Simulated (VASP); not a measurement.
# GaN (F-43m) in VASP: a series of runs, part 2 of 2

VASP 6.6.1.

## (3) Single point, PBEsol

Input file INCAR:

```
ALGO = Normal
EDIFF = 1E-6
ENCUT = 600
GGA = PS
GGA_COMPAT = False
ISIF = 2
ISMEAR = 0
LASPH = True
LCHARG = False
LREAL = False
LWAVE = False
NBANDS = 16
NELM = 120
PREC = Accurate
SIGMA = 0.01
```

Input file KPOINTS:

```
k-points
0
Gamma
  10 10 10
```

Input file POSCAR:

```
GaN
1.0
    0.0000000000      2.2491509523      2.2491509523
    2.2491509523      0.0000000000      2.2491509523
    2.2491509523      2.2491509523      0.0000000000
Ga N
1 1
Direct
    0.0000000000      0.0000000000      0.0000000000
    0.2500000000      0.2500000000      0.2500000000
```

Potentials or basis: VASP PAW PBE potentials, release 64 (Ga_d, N).

On the command line:

```sh
cat potpaw_PBE.64/Ga_d/POTCAR potpaw_PBE.64/N/POTCAR > POTCAR
mpirun -np 1 vasp_std > vasp.out
```

OUTCAR:

```text
EDIFF = 1E-6
   ENCUT = 600
   GGA = PS
   ISIF = 2
   ISMEAR = 0
   LASPH = True
   LREAL = False
   NELM = 120
   PREC = Accurate

 ion  position               nearest neighbor table
   1  0.000  0.000  0.000-   2 1.95   2 1.95   2 1.95   2 1.95
   2  0.250  0.250  0.250-   1 1.95   1 1.95   1 1.95   1 1.95

  LATTYP: Found a face centered cubic cell.
 ALAT       =     4.4983019046

  Lattice vectors:

 A1 = (   0.0000000000,   2.2491509523,   2.2491509523)
 A2 = (   2.2491509523,   0.0000000000,   2.2491509523)
 A3 = (   2.2491509523,   2.2491509523,   0.0000000000)

Analysis of symmetry for initial positions (statically):
=====================================================================
 Subroutine PRICEL returns:
 Original cell was already a primitive cell.

 Routine SETGRP: Setting up the symmetry group for a
 face centered cubic supercell.

 Subroutine GETGRP returns: Found 24 space group operations
 (whereof 24 operations were pure point group operations)
 out of a pool of 48 trial point group operations.

The static configuration has the point symmetry T_d .

Analysis of symmetry for dynamics (positions and initial velocities):
=====================================================================
 Subroutine PRICEL returns:
 Original cell was already a primitive cell.

 Routine SETGRP: Setting up the symmetry group for a
 face centered cubic supercell.

 Subroutine GETGRP returns: Found 24 space group operations
 (whereof 24 operations were pure point group operations)
 out of a pool of 48 trial point group operations.

The dynamic configuration has the point symmetry T_d .

 Subroutine INISYM returns: Found 24 space group operations
 (whereof 24 operations are pure point group operations),
 and found     1 'primitive' translations

----------------------------------------------------------------------------------------

                                     Primitive cell

  volume of cell :      22.7555

  direct lattice vectors                    reciprocal lattice vectors
     0.000000000  2.249150952  2.249150952    -0.222306110  0.222306110  0.222306110
     2.249150952  0.000000000  2.249150952     0.222306110 -0.222306110  0.222306110
     2.249150952  2.249150952  0.000000000     0.222306110  0.222306110 -0.222306110

  length of vectors
     3.180779781  3.180779781  3.180779781     0.385045478  0.385045478  0.385045478

  position of ions in fractional coordinates (direct lattice)
     0.000000000  0.000000000  0.000000000
     0.250000000  0.250000000  0.250000000

  ion indices of the primitive-cell ions
   primitive index   ion index
                 1           1
                 2           2

----------------------------------------------------------------------------------------

 KPOINTS: k-points

Automatic generation of k-mesh.
 Grid dimensions read from file:
 generate k-points for:   10   10   10

 Generating k-lattice:

  Cartesian coordinates                     Fractional coordinates (reciprocal lattice)
    -0.022230611  0.022230611  0.022230611     0.100000000  0.000000000  0.000000000
     0.022230611 -0.022230611  0.022230611     0.000000000  0.100000000  0.000000000
     0.022230611  0.022230611 -0.022230611     0.000000000  0.000000000  0.100000000

  Length of vectors
     0.038504548  0.038504548  0.038504548

  Shift w.r.t. Gamma in fractional coordinates (k-lattice)
     0.000000000  0.000000000  0.000000000

 Subroutine IBZKPT returns following result:
 ===========================================

 Found     47 irreducible k-points:

 Following reciprocal coordinates:
            Coordinates               Weight
  0.000000  0.000000  0.000000      1.000000
  0.100000  0.000000  0.000000      8.000000
  0.200000  0.000000  0.000000      8.000000
  0.300000  0.000000  0.000000      8.000000
  0.400000  0.000000  0.000000      8.000000
  0.500000  0.000000  0.000000      4.000000
[... 16 lines left out ...]
  0.300000  0.300000  0.000000      6.000000
  0.400000  0.300000  0.000000     24.000000
 [... further k-points ...]
   k-points           NKPTS =     47   k-points in BZ     NKDIM =     47   number of bands    NBANDS=     16
   number of dos      NEDOS =    301   number of ions     NIONS =      2
   total plane-waves  NPLWV =  21952
   dimension x,y,z NGX =    28 NGY =   28 NGZ =   28
   dimension x,y,z NGXF=    56 NGYF=   56 NGZF=   56
   ions per type =               1   1
   NGX,Y,Z   is equivalent  to a cutoff of  14.63, 14.63, 14.63 a.u.
   NGXF,Y,Z  is equivalent  to a cutoff of  29.27, 29.27, 29.27 a.u.
 SYSTEM =  unknown system
   PREC   = accura    normal or accurate (medium, high low for compatibility)
   ISTART =      0    job   : 0-new  1-cont  2-samecut
   ICHARG =      2    charge: 1-file 2-atom 10-const
   ISPIN  =      1    spin polarized calculation?
   LNONCOLLINEAR =      F non collinear calculations
   LSORBIT =      F    spin-orbit coupling
   LASPH  =      T    aspherical Exc in radial PAW
   ENCUT  =  600.0 eV  44.10 Ry    6.64 a.u.   6.35  6.35  6.35*2*pi/ulx,y,z
   NELM   =    120;   NELMIN=  2; NELMDL= -5     # of ELM steps
   EDIFF  = 0.1E-05   stopping-criterion for ELM
   LREAL  =      F    real-space projection
   EDIFFG = 0.1E-04   stopping-criterion for IOM
   NSW    =      0    number of steps for IOM
   IBRION =     -1    ionic relax: 0-MD 1-quasi-New 2-CG
   NFREE  =      0    steps in history (QN), initial steepest desc. (CG)
   ISIF   =      2    stress and relaxation
   ISYM   =      2    0-nonsym 1-usesym 2-fastsym
   POTIM  = 0.5000    time-step for ionic-motion
   TEBEG  =    0.0;   TEEND  =   0.0 temperature during run
   PSTRESS=    0.0 pullay stress
   NELECT =      18.0000    total number of electrons
   NUPDOWN=      -1.0000    fix difference up-down
   EMIN   =  10.00;   EMAX   =-10.00  energy-range for DOS
   EFERMI =   0.00;   METHOD = LEGACY
   ISMEAR =     0;   SIGMA  =   0.01  broadening in eV -4-tet -1-fermi 0-gaus
   EFERMI_NEDOS =   21; number of points for ismear=-14 and -15
   IALGO  =     38    algorithm
   IMIX   =      4    mixing-type and parameters
     AMIX     =   0.40;   BMIX     =  1.00
     AMIX_MAG =   1.60;   BMIX_MAG =  1.00
  volume/ion in A,a.u.               =      11.38        76.78
  Fermi-wavevector in a.u.,A,eV,Ry     =   1.514039  2.861119 31.188827  2.292314
  Thomas-Fermi vector in A             =   2.623750
   LORBIT       =      0    0 simple, 1 ext, 2 COOP (PROOUT), +10 PAW based schemes
   GGA     = PS    functional components
   LHFCALC =     F    Hartree Fock is set to
   AEXX    =    0.0000 exact exchange contribution
   IVDW    =     0    specifies the selected vdW correction
   LEPSILON=     F    determine dielectric tensor
   LRPA    =     F    only Hartree local field effects (RPA)
 non-spin polarized calculation
 Gauss-broadening in eV      SIGMA  =   0.01
  energy-cutoff  :      600.00
  volume of cell :       22.76
 maximum number of plane-waves:       769
 NGX is ok and might be reduce to    28
   NGX = 13   NGY = 13   NGZ = 13

 number of electron      18.0000005 magnetization

 Free energy of the ion-electron system (eV)
  ---------------------------------------------------
  ext. energy  EPLUGINS =         0.00000000
  ---------------------------------------------------
  free energy    TOTEN  =       -13.12424756 eV

  energy without entropy =      -13.12424756  energy(sigma->0) =      -13.12424756

 E-fermi :   5.3744     XC(G=0): -11.9332

 val. band max:        5.2125721221   @ k =   0.0000   0.0000   0.0000
 cond. band min:       6.9326888092   @ k =   0.0000   0.0000   0.0000
 fundamental gap:      1.7201166871
 Fermi energy:         5.3744302290

 k-point     1 :       0.0000    0.0000    0.0000
  band No.  band energies     occupation
      1     -10.7700      2.00000
      2      -8.1961      2.00000
      3      -8.1961      2.00000
      4      -8.1961      2.00000
      5      -7.8650      2.00000
      6      -7.8650      2.00000
[... 8 lines left out ...]
     15      23.9484      0.00000
     16      23.9484      0.00000

 k-point     2 :       0.1000    0.0000    0.0000
  band No.  band energies     occupation
      1     -10.6558      2.00000
      2      -8.1820      2.00000
      3      -8.1820      2.00000
      4      -8.1590      2.00000
      5      -7.8664      2.00000
      6      -7.8664      2.00000
[... 8 lines left out ...]
     15      22.6700      0.00000
     16      22.6700      0.00000
[... 387 lines left out ...]
      5      -7.8132      2.00000
      6      -7.4175      2.00000
[... 8 lines left out ...]
     15      27.2251      0.00000
     16      27.6488      0.00000

 k-point    24 :       0.4000    0.3000    0.0000
  band No.  band energies     occupation
      1      -9.7410      2.00000
      2      -8.0661      2.00000
      3      -7.9652      2.00000
      4      -7.9643      2.00000
      5      -7.8027      2.00000
      6      -6.9572      2.00000
[... 8 lines left out ...]
     15      27.5000      0.00000
     16      27.6084      0.00000

 [... further k-points ...]
[... 5 lines left out ...]
  --------------------------------------------------------------------------------------
  -------------------------------------------------------------------------------------
  Total       -0.0577825     -0.0577825     -0.0577825      0.0000000      0.0000000      0.0000000
  in kB       -4.0683764     -4.0683764     -4.0683764      0.0000000      0.0000000      0.0000000
  external PRESSURE =      -4.0683764 kB  Pullay stress =       0.0000000 kB

 VOLUME and BASIS-vectors are now :
 -----------------------------------------------------------------------------
  energy-cutoff  :      600.00
  volume of cell :       22.76
      direct lattice vectors                 reciprocal lattice vectors
     0.000000000  2.249150952  2.249150952    -0.222306110  0.222306110  0.222306110
     2.249150952  0.000000000  2.249150952     0.222306110 -0.222306110  0.222306110
     2.249150952  2.249150952  0.000000000     0.222306110  0.222306110 -0.222306110

 POSITION                                       TOTAL-FORCE (eV/Angst)
 -----------------------------------------------------------------------------------
      0.00000      0.00000      0.00000         0.000000      0.000000      0.000000
      1.12458      1.12458      1.12458        -0.000000     -0.000000     -0.000000
 -----------------------------------------------------------------------------------
    total drift:                                0.000000      0.000000      0.000000

  FREE ENERGIE OF THE ION-ELECTRON SYSTEM (eV)
  ---------------------------------------------------
  free  energy   TOTEN  =       -13.1242475650 eV

  energy  without entropy=      -13.1242475650  energy(sigma->0) =      -13.12424756
```

OSZICAR:

```text
N       E                     dE             d eps       ncg     rms          rms(c)
DAV:   1     0.860622891946E+02    0.86062E+02   -0.10026E+04  1680   0.218E+03
DAV:   2    -0.832527965668E+01   -0.94388E+02   -0.88370E+02  1656   0.349E+02
DAV:   3    -0.148664427797E+02   -0.65412E+01   -0.65109E+01  1768   0.770E+01
DAV:   4    -0.149399613896E+02   -0.73519E-01   -0.73508E-01  1872   0.891E+00
DAV:   5    -0.149408688749E+02   -0.90749E-03   -0.90748E-03  1816   0.906E-01    0.721E+00
DAV:   6    -0.131541316125E+02    0.17867E+01   -0.42456E+00  2288   0.399E+01    0.264E+00
DAV:   7    -0.131437502861E+02    0.10381E-01   -0.28106E-01  1584   0.578E+00    0.168E+00
DAV:   8    -0.131273794411E+02    0.16371E-01   -0.52362E-02  1984   0.270E+00    0.671E-01
DAV:   9    -0.131241702349E+02    0.32092E-02   -0.11750E-02  2208   0.237E+00    0.169E-01
DAV:  10    -0.131242832983E+02   -0.11306E-03   -0.11698E-03  1864   0.486E-01    0.767E-02
DAV:  11    -0.131242456012E+02    0.37697E-04   -0.14042E-04  2272   0.190E-01    0.633E-03
DAV:  12    -0.131242476247E+02   -0.20235E-05   -0.12952E-05  1784   0.448E-02    0.414E-03
DAV:  13    -0.131242475650E+02    0.59686E-07   -0.42918E-07  1120   0.106E-02
   1 F= -.13124248E+02 E0= -.13124248E+02  d E =-.282637-118
```

Wall time 21 s (1 thread of Intel Xeon Platinum 8259CL at 2.50GHz (Skylake/Cascade Lake), shared host); peak memory 0.17 GiB.

What came out:

```
Free energy            : -13.1242 eV
Pressure               : -0.4 GPa
Band gap on the k mesh : 1.72 eV
```

Caveat: the PAW data sets were made with another functional, which shifts forces and pressure a little.
